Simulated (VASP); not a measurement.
ZnO, 4 atoms in the cell. It takes space group P6_3mc (No. 186, hexagonal). The conventional cell has a = 3.230 Å, b = 3.230 Å, c = 5.214 Å, α = 90.00°, β = 90.00°, γ = 120.00°. Within 2.6 Å of Zn (site symmetry 3m) lie 4 O at 1.97 to 1.98 Å. Within 2.6 Å of O (site symmetry 3m) lie 4 Zn at 1.97 to 1.98 Å. 

```yaml
Program: VASP 6.6.1
Task: single point
Functional: PBEsol
Potentials_or_basis: VASP PAW PBE potentials, release 64 (Zn, O)
Cutoff: 520 eV
k_mesh: 9 × 9 × 6
Occupations: gaussian, width 0.02 eV
Spin: no spin polarisation
Dipole_correction: no
Further_INCAR_settings: ALGO = Normal; EDIFF = 1e-06; NBANDS = 26
```

Potentials or basis: VASP PAW PBE potentials, release 64 (Zn, O).

Command:

```console
$ cat potpaw_PBE.64/Zn/POTCAR potpaw_PBE.64/O/POTCAR > POTCAR
$ mpirun -np 1 vasp_std > vasp.out
```

Hardware: 1 thread of AMD EPYC 9R45 96-Core Processor (Zen 5) (shared host).

Task: How long does it take, and how much memory?

Result: It took 24 s on 1 thread of AMD EPYC 9R45 96-Core Processor (Zen 5), with other jobs on the host, peak memory 0.15 GiB. Counts: scf iterations 13, k points 48.
